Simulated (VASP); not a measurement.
# MgO2 (R-3m) in VASP: a series of runs, part 2 of 2

VASP 6.6.1. The steps go on from the part before.

## Step 4: Single point, PBEsol (strain -0.015 along x and y, +0.000 along z)

The input, INCAR:

```
SYSTEM = MgO2
PREC = Accurate
ENCUT = 520
EDIFF = 1E-6
ISMEAR = 0
SIGMA = 0.05
LREAL = .False.
LASPH = .True.
NELM = 100
ALGO = Normal
ISIF = 2
LWAVE = .False.
LCHARG = .False.
GGA = PS
NBANDS = 14
```

The input, KPOINTS:

```
Automatic mesh
0
Gamma
  12 12 12
  0 0 0
```

The input, POSCAR:

```
MgO2
1.0
    1.5806896008      0.9126115665      3.4939788749
   -1.5806896008      0.9126115665      3.4939788749
    0.0000000000     -1.8252231330      3.4939788749
Mg O
1 2
Direct
    0.0000000000      0.0000000000      0.0000000000
    0.4287860000      0.4287860000      0.4287860000
    0.5712140000      0.5712140000      0.5712140000
```

Potentials or basis: VASP PAW PBE potentials, release 64 (Mg, O).

Command:

```console
cat potpaw_PBE.64/Mg/POTCAR potpaw_PBE.64/O/POTCAR > POTCAR
mpirun -np 1 vasp_std > vasp.out
```

OUTCAR:

```text
SYSTEM = MgO2
   PREC = Accurate
   ENCUT = 520
   EDIFF = 1E-6
   ISMEAR = 0
   LREAL = .False.
   LASPH = .True.
   NELM = 100
   ISIF = 2
   GGA = PS

 ion  position               nearest neighbor table
   1  0.000  0.000  0.000-   3 2.08   2 2.08   3 2.08   3 2.08   2 2.08   2 2.08
   2  0.429  0.429  0.429-   3 1.49   1 2.08   1 2.08   1 2.08
   3  0.571  0.571  0.571-   2 1.49   1 2.08   1 2.08   1 2.08

  LATTYP: Found a trigonal (rhomboedric) cell.
 ALAT       =     3.9419954165
 COS(alpha) =     0.6784185731

  Lattice vectors:

 A1 = (   1.5806896008,   0.9126115665,   3.4939788749)
 A2 = (  -1.5806896008,   0.9126115665,   3.4939788749)
 A3 = (   0.0000000000,  -1.8252231330,   3.4939788749)

Analysis of symmetry for initial positions (statically):
=====================================================================
 Subroutine PRICEL returns:
 Original cell was already a primitive cell.

 Routine SETGRP: Setting up the symmetry group for a
 trigonal (rhombohedral) supercell.

 Subroutine GETGRP returns: Found 12 space group operations
 (whereof 12 operations were pure point group operations)
 out of a pool of 12 trial point group operations.

The static configuration has the point symmetry D_3d.

Analysis of symmetry for dynamics (positions and initial velocities):
=====================================================================
 Subroutine PRICEL returns:
 Original cell was already a primitive cell.

 Routine SETGRP: Setting up the symmetry group for a
 trigonal (rhombohedral) supercell.

 Subroutine GETGRP returns: Found 12 space group operations
 (whereof 12 operations were pure point group operations)
 out of a pool of 12 trial point group operations.

The dynamic configuration has the point symmetry D_3d.

 Subroutine INISYM returns: Found 12 space group operations
 (whereof 12 operations are pure point group operations),
 and found     1 'primitive' translations

----------------------------------------------------------------------------------------

                                     Primitive cell

  volume of cell :      30.2416

  direct lattice vectors                    reciprocal lattice vectors
     1.580689601  0.912611566  3.493978875     0.316317637  0.182626073  0.095402218
    -1.580689601  0.912611566  3.493978875    -0.316317637  0.182626073  0.095402218
     0.000000000 -1.825223133  3.493978875     0.000000000 -0.365252146  0.095402218

  length of vectors
     3.941995416  3.941995416  3.941995416     0.377505912  0.377505912  0.377505912

  position of ions in fractional coordinates (direct lattice)
     0.000000000  0.000000000  0.000000000
     0.428786000  0.428786000  0.428786000
     0.571214000  0.571214000  0.571214000

  ion indices of the primitive-cell ions
   primitive index   ion index
                 1           1
                 2           2
                 3           3

----------------------------------------------------------------------------------------

 KPOINTS: Automatic mesh

Automatic generation of k-mesh.
 Grid dimensions read from file:
 generate k-points for:   12   12   12
[... 24 lines left out ...]
  0.250000  0.000000  0.000000      6.000000
  0.333333  0.000000  0.000000      6.000000
  0.416667  0.000000  0.000000      6.000000
[... 16 lines left out ...]
  0.500000  0.166667  0.000000     12.000000
 -0.416667  0.166667  0.000000     12.000000
 [... further k-points ...]
   k-points           NKPTS =    189   k-points in BZ     NKDIM =    189   number of bands    NBANDS=     14
   number of dos      NEDOS =    301   number of ions     NIONS =      3
   total plane-waves  NPLWV =  27000
   dimension x,y,z NGX =    30 NGY =   30 NGZ =   30
   dimension x,y,z NGXF=    60 NGYF=   60 NGZF=   60
   ions per type =               1   2
   NGX,Y,Z   is equivalent  to a cutoff of  12.65, 12.65, 12.65 a.u.
   NGXF,Y,Z  is equivalent  to a cutoff of  25.30, 25.30, 25.30 a.u.
 SYSTEM =  MgO2
   PREC   = accura    normal or accurate (medium, high low for compatibility)
   ISTART =      0    job   : 0-new  1-cont  2-samecut
   ICHARG =      2    charge: 1-file 2-atom 10-const
   ISPIN  =      1    spin polarized calculation?
   LNONCOLLINEAR =      F non collinear calculations
   LSORBIT =      F    spin-orbit coupling
   LASPH  =      T    aspherical Exc in radial PAW
   ENCUT  =  520.0 eV  38.22 Ry    6.18 a.u.   7.33  7.33  7.33*2*pi/ulx,y,z
   NELM   =    100;   NELMIN=  2; NELMDL= -5     # of ELM steps
   EDIFF  = 0.1E-05   stopping-criterion for ELM
   LREAL  =      F    real-space projection
   EDIFFG = 0.1E-04   stopping-criterion for IOM
   NSW    =      0    number of steps for IOM
   IBRION =     -1    ionic relax: 0-MD 1-quasi-New 2-CG
   NFREE  =      0    steps in history (QN), initial steepest desc. (CG)
   ISIF   =      2    stress and relaxation
   ISYM   =      2    0-nonsym 1-usesym 2-fastsym
   POTIM  = 0.5000    time-step for ionic-motion
   TEBEG  =    0.0;   TEEND  =   0.0 temperature during run
   PSTRESS=    0.0 pullay stress
   NELECT =      14.0000    total number of electrons
   NUPDOWN=      -1.0000    fix difference up-down
   EMIN   =  10.00;   EMAX   =-10.00  energy-range for DOS
   EFERMI =   0.00;   METHOD = LEGACY
   ISMEAR =     0;   SIGMA  =   0.05  broadening in eV -4-tet -1-fermi 0-gaus
   EFERMI_NEDOS =   21; number of points for ismear=-14 and -15
   IALGO  =     38    algorithm
   IMIX   =      4    mixing-type and parameters
     AMIX     =   0.40;   BMIX     =  1.00
     AMIX_MAG =   1.60;   BMIX_MAG =  1.00
  volume/ion in A,a.u.               =      10.08        68.03
  Fermi-wavevector in a.u.,A,eV,Ry     =   1.266435  2.393215 21.821798  1.603857
  Thomas-Fermi vector in A             =   2.399636
   LORBIT       =      0    0 simple, 1 ext, 2 COOP (PROOUT), +10 PAW based schemes
   GGA     = PS    functional components
   LHFCALC =     F    Hartree Fock is set to
   AEXX    =    0.0000 exact exchange contribution
   IVDW    =     0    specifies the selected vdW correction
   LEPSILON=     F    determine dielectric tensor
   LRPA    =     F    only Hartree local field effects (RPA)
 non-spin polarized calculation
 Gauss-broadening in eV      SIGMA  =   0.05
  energy-cutoff  :      520.00
  volume of cell :       30.24
 maximum number of plane-waves:       829
 NGX is ok and might be reduce to    30
   NGX = 15   NGY = 15   NGZ = 15

 number of electron      14.0000002 magnetization

 Free energy of the ion-electron system (eV)
  ---------------------------------------------------
  ext. energy  EPLUGINS =         0.00000000
  ---------------------------------------------------
  free energy    TOTEN  =       -17.21815962 eV

  energy without entropy =      -17.21815962  energy(sigma->0) =      -17.21815962

 E-fermi :   2.9847     XC(G=0): -10.5967

 val. band max:        2.7824557816   @ k =   0.5000   0.5000   0.5000
 cond. band min:       4.9465935129   @ k =   0.5000   0.5000   0.5000
 fundamental gap:      2.1641377312
 Fermi energy:         2.9846906724

 k-point     1 :       0.0000    0.0000    0.0000
  band No.  band energies     occupation
      1     -18.5662      2.00000
      2     -11.7665      2.00000
      3      -5.0626      2.00000
      4      -0.5179      2.00000
      5      -0.5179      2.00000
      6       1.9507      2.00000
      7       1.9507      2.00000
      8       7.5187      0.00000
      9       7.5441      0.00000
     10      14.9166      0.00000
     11      16.7115      0.00000
     12      17.7604      0.00000
     13      17.7604      0.00000
     14      19.6773      0.00000
[... 377 lines left out ...]
      1     -17.9694      2.00000
      2     -12.1194      2.00000
      3      -4.0071      2.00000
      4      -3.0213      2.00000
      5      -1.3257      2.00000
      6       1.2702      2.00000
      7       1.5262      2.00000
      8       6.8302      0.00000
      9      12.2355      0.00000
     10      13.3236      0.00000
     11      15.5211      0.00000
     12      17.1630      0.00000
     13      17.3853      0.00000
     14      20.3500      0.00000

 [... further k-points ...]
[... 5 lines left out ...]
  --------------------------------------------------------------------------------------
  -------------------------------------------------------------------------------------
  Total       -0.0191143     -0.0191143     -1.0627282      0.0000000      0.0000000      0.0000000
  in kB       -1.0126654     -1.0126654    -56.3026314      0.0000000      0.0000000      0.0000000
  external PRESSURE =     -19.4426541 kB  Pullay stress =       0.0000000 kB

 VOLUME and BASIS-vectors are now :
 -----------------------------------------------------------------------------
  energy-cutoff  :      520.00
  volume of cell :       30.24
      direct lattice vectors                 reciprocal lattice vectors
     1.580689601  0.912611566  3.493978875     0.316317637  0.182626073  0.095402218
    -1.580689601  0.912611566  3.493978875    -0.316317637  0.182626073  0.095402218
     0.000000000 -1.825223133  3.493978875     0.000000000 -0.365252146  0.095402218

 POSITION                                       TOTAL-FORCE (eV/Angst)
 -----------------------------------------------------------------------------------
      0.00000      0.00000      0.00000         0.000000      0.000000      0.000000
      0.00000      0.00000      4.49451         0.000000     -0.000000      0.314133
      0.00000      0.00000      5.98743         0.000000     -0.000000     -0.314133
 -----------------------------------------------------------------------------------
    total drift:                                0.000000     -0.000000      0.000000

  FREE ENERGIE OF THE ION-ELECTRON SYSTEM (eV)
  ---------------------------------------------------
  free  energy   TOTEN  =       -17.2181596221 eV

  energy  without entropy=      -17.2181596221  energy(sigma->0) =      -17.21815962
```

Wall time 93 s (1 thread of Intel Xeon Platinum 8259CL at 2.50GHz (Skylake/Cascade Lake), shared host); peak memory 0.22 GiB.

Results:

```
Free energy            : -17.2182 eV
Pressure               : -1.9 GPa
Largest force          : 0.314 eV/Å
Band gap on the k mesh : 2.16 eV, direct
```

Forces on the atoms (eV/Å):
```
Mg   0.000  0.000  0.000
O    0.000  0.000  0.314
O    0.000  0.000 -0.314
```

Levels at points of the mesh, in eV from the valence-band top:
```
           k point  band 5  band 6  band 7  band 8  band 9  band 10
(0.00, 0.00, 0.00)   -3.30   -0.83   -0.83    4.74    4.76    12.13
(0.50, 0.00, 0.00)   -3.67   -1.29   -1.22    4.06    8.73    10.57
(0.50, 0.50, 0.00)   -4.35   -2.26   -0.17    3.40    7.92    11.26
(0.50, 0.50, 0.50)   -3.84    0.00    0.00    2.16    5.06     9.56
```

Caveat: the cell differs from its parent crystal (strain -0.015 along x and y, +0.000 along z); the PAW data sets were made with another functional, which shifts forces and pressure a little. A k mesh can miss the band edges.

## Step 5: Single point, PBEsol (strain +0.000 along x and y, -0.015 along z)

The input, INCAR:

```
PREC = Accurate
ENCUT = 520
EDIFF = 1E-6
ISMEAR = 0
SIGMA = 0.05
LREAL = False
LASPH = True
NELM = 100
ALGO = Normal
ISIF = 2
LWAVE = False
LCHARG = True
GGA = PS
LELF = True
LVHAR = True
NBANDS = 14
```

The input, KPOINTS:

```
regular mesh
0
Gamma
  12 12 12
```

The input, POSCAR:

```
MgO2
1.0
    1.6047610160      0.9265092046      3.4415691918
   -1.6047610160      0.9265092046      3.4415691918
    0.0000000000     -1.8530184092      3.4415691918
Mg O
1 2
Direct
    0.0000000000      0.0000000000      0.0000000000
    0.4287860000      0.4287860000      0.4287860000
    0.5712140000      0.5712140000      0.5712140000
```

Command:

```console
cat potpaw_PBE.64/Mg/POTCAR potpaw_PBE.64/O/POTCAR > POTCAR
mpirun -np 1 vasp_std > vasp.out
```

Wall time 93 s (1 thread of Intel Xeon Platinum 8259CL at 2.50GHz (Skylake/Cascade Lake), shared host); peak memory 0.22 GiB.

It converged, with:

```
Free energy            : -17.2120 eV
Pressure               : -2.2 GPa
Largest force          : 0.317 eV/Å
Band gap on the k mesh : 2.52 eV, direct
```

Forces on the atoms (eV/Å):
```
Mg   0.000  0.000  0.000
O    0.000  0.000 -0.317
O    0.000  0.000  0.317
```

Stress tensor (GPa, compression positive):
```
-4.18  0.00  0.00
 0.00 -4.18  0.00
 0.00  0.00  1.71
```

Levels at points of the mesh, in eV from the valence-band top:
| k point | band 3 | band 4 | band 5 | band 6 | band 7 | band 8 | band 9 | band 10 | band 11 | band 12 |
| --- | --- | --- | --- | --- | --- | --- | --- | --- | --- | --- |
| (0.00, 0.00, 0.00) | -7.90 | -3.53 | -3.53 | -0.86 | -0.86 | 4.37 | 5.03 | 12.21 | 14.05 | 14.52 |
| (0.50, 0.00, 0.00) | -6.86 | -6.28 | -3.87 | -1.32 | -1.10 | 4.38 | 8.41 | 10.05 | 12.46 | 14.09 |
| (0.50, 0.50, 0.00) | -6.19 | -5.59 | -4.57 | -2.18 | -0.12 | 3.74 | 7.52 | 10.79 | 12.40 | 12.83 |
| (0.50, 0.50, 0.50) | -5.05 | -4.08 | -4.08 | 0.00 | 0.00 | 2.52 | 4.68 | 9.47 | 13.90 | 13.90 |

Caveat: the cell differs from its parent crystal (strain +0.000 along x and y, -0.015 along z); the PAW data sets were made with another functional, which shifts forces and pressure a little.

## Step 6: Single point, PBEsol (strain -0.015 along x and y, +0.015 along z)

The input, INCAR:

```
SYSTEM = MgO2
ALGO     = Normal         ! electronic algorithm
EDIFF    = 1E-7           ! SCF threshold, eV
ENCUT    = 520            ! plane-wave cutoff, eV
GGA      = PS             ! functional
ISIF     = 2              ! what is computed and relaxed
ISMEAR   = 0              ! smearing method
LASPH    = .True.         ! aspherical terms in the spheres
LCHARG   = .False.        ! write CHGCAR
LREAL    = .False.        ! projectors in reciprocal space
LWAVE    = .False.        ! write WAVECAR
NBANDS   = 14             ! bands
NELM     = 100            ! most SCF steps
PREC     = Accurate       ! precision mode
SIGMA    = 0.05           ! smearing width, eV
```

The input, KPOINTS:

```
k-points
0
Gamma
  12 12 12
  0 0 0
```

The input, POSCAR:

```
MgO2
1.0
    1.5806896008      0.9126115665      3.5463885580
   -1.5806896008      0.9126115665      3.5463885580
    0.0000000000     -1.8252231330      3.5463885580
Mg O
1 2
Direct
    0.0000000000      0.0000000000      0.0000000000
    0.4287860000      0.4287860000      0.4287860000
    0.5712140000      0.5712140000      0.5712140000
```

Potentials or basis: VASP PAW PBE potentials, release 64 (Mg, O).

Command:

```console
cat potpaw_PBE.64/Mg/POTCAR potpaw_PBE.64/O/POTCAR > POTCAR
mpirun -np 1 vasp_std > vasp.out
```

Wall time 94 s (1 thread of Intel Xeon Platinum 8259CL at 2.50GHz (Skylake/Cascade Lake), shared host); peak memory 0.22 GiB.

The run converged. Its results:

- Free energy: -17.1924 eV
- Pressure: -4.6 GPa
- Largest force: 0.670 eV/Å
- Band gap on the k mesh: 1.86 eV, direct

Forces in eV/Å, atoms in the order of the input:
```
Mg   0.000  0.000  0.000
O    0.000  0.000  0.670
O    0.000  0.000 -0.670
```

Stress tensor (GPa, compression positive):
```
 -0.45   0.00   0.00
  0.00  -0.45   0.00
  0.00   0.00 -13.02
```

Levels at points of the mesh, in eV from the valence-band top:
| k point | band 4 | band 5 | band 6 | band 7 | band 8 | band 9 | band 10 | band 11 |
| --- | --- | --- | --- | --- | --- | --- | --- | --- |
| (0.00, 0.00, 0.00) | -3.10 | -3.10 | -0.79 | -0.79 | 4.52 | 4.83 | 11.93 | 13.69 |
| (0.50, 0.00, 0.00) | -5.98 | -3.48 | -1.26 | -1.24 | 3.80 | 8.81 | 10.63 | 12.64 |
| (0.50, 0.50, 0.00) | -5.32 | -4.13 | -2.25 | -0.18 | 3.12 | 8.09 | 11.35 | 12.38 |
| (0.50, 0.50, 0.50) | -3.62 | -3.62 | 0.00 | 0.00 | 1.86 | 5.24 | 9.39 | 14.63 |

Caveat: the cell differs from its parent crystal (strain -0.015 along x and y, +0.015 along z); the PAW data sets were made with another functional, which shifts forces and pressure a little. A k mesh can miss the band edges.

## Step 7: Single point, PBEsol (strain -0.015 along x and y, +0.030 along z)

The input, INCAR:

```
SYSTEM = MgO2
PREC = Accurate
ENCUT = 520
EDIFF = 1E-7
ISMEAR = 0
SIGMA = 0.05
LREAL = .FALSE.
LASPH = .TRUE.
NELM = 100
ALGO = Normal
ISIF = 2
LWAVE = .FALSE.
LCHARG = .FALSE.
GGA = PS
NBANDS = 14
```

The input, KPOINTS:

```
regular mesh
0
G
  12 12 12
  0 0 0
```

The input, POSCAR:

```
MgO2
1.0
    1.5806896008      0.9126115665      3.5987982411
   -1.5806896008      0.9126115665      3.5987982411
    0.0000000000     -1.8252231330      3.5987982411
Mg O
1 2
Direct
    0.0000000000      0.0000000000      0.0000000000
    0.4287860000      0.4287860000      0.4287860000
    0.5712140000      0.5712140000      0.5712140000
```

Command:

```console
cat potpaw_PBE.64/Mg/POTCAR potpaw_PBE.64/O/POTCAR > POTCAR
mpirun -np 1 vasp_std > vasp.out
```

It took 92 s on 1 thread of Intel Xeon Platinum 8259CL at 2.50GHz (Skylake/Cascade Lake), shared host; peak memory 0.22 GiB.

The run converged. Its results:

| Item | Value |
| --- | --- |
| Free energy | -17.1469 eV |
| Pressure | -7.0 GPa |
| Largest force | 0.961 eV/Å |
| Band gap on the k mesh | 1.58 eV, direct |

Forces on the atoms (eV/Å):
```
Mg   0.000  0.000  0.000
O    0.000  0.000  0.961
O    0.000  0.000 -0.961
```

Stress tensor (GPa, compression positive):
```
 -0.73   0.00   0.00
  0.00  -0.73   0.00
  0.00   0.00 -19.64
```

Levels at points of the mesh, in eV from the valence-band top:
| k point | band 4 | band 5 | band 6 | band 7 | band 8 | band 9 | band 10 | band 11 |
| --- | --- | --- | --- | --- | --- | --- | --- | --- |
| (0.00, 0.00, 0.00) | -2.92 | -2.92 | -0.74 | -0.74 | 4.28 | 4.90 | 11.73 | 13.45 |
| (0.50, 0.00, 0.00) | -5.79 | -3.30 | -1.29 | -1.20 | 3.55 | 8.88 | 10.66 | 12.61 |
| (0.50, 0.50, 0.00) | -5.15 | -3.92 | -2.24 | -0.19 | 2.86 | 8.25 | 11.41 | 12.22 |
| (0.50, 0.50, 0.50) | -3.41 | -3.41 | 0.00 | 0.00 | 1.58 | 5.41 | 9.21 | 14.76 |

Caveat: the cell differs from its parent crystal (strain -0.015 along x and y, +0.030 along z); the PAW data sets were made with another functional, which shifts forces and pressure a little.

## Step 8: Overview

| cell | gap on the mesh (eV) | pressure (GPa) | largest force (eV/Å) |
| --- | --- | --- | --- |
| a = 4.023 Å, angles 45.5°, 3 atoms | 1.51 | -3.9 | 1.15 |
| a = 3.863 Å, angles 49.1°, 3 atoms | 2.85 | 0.9 | 0.84 |
| a = 3.942 Å, angles 47.3°, 3 atoms | 2.16 | -1.9 | 0.31 |
| a = 3.909 Å, angles 48.5°, 3 atoms | 2.52 | -2.2 | 0.32 |
| a = 3.989 Å, angles 46.7°, 3 atoms | 1.86 | -4.6 | 0.67 |
| a = 4.035 Å, angles 46.1°, 3 atoms | 1.58 | -7.0 | 0.96 |

Alike in all rows: task single point; level PBEsol; potentials or basis VASP PAW PBE potentials, release 64 (Mg, O); no spin polarisation; k mesh 12 × 12 × 12; cutoff (eV) 520; smearing gaussian 0.05 eV.

Caveats: the PAW data sets were made with another functional, which shifts forces and pressure a little.

Total energies depend on the potentials used, so only differences within one code and one set of settings carry meaning.
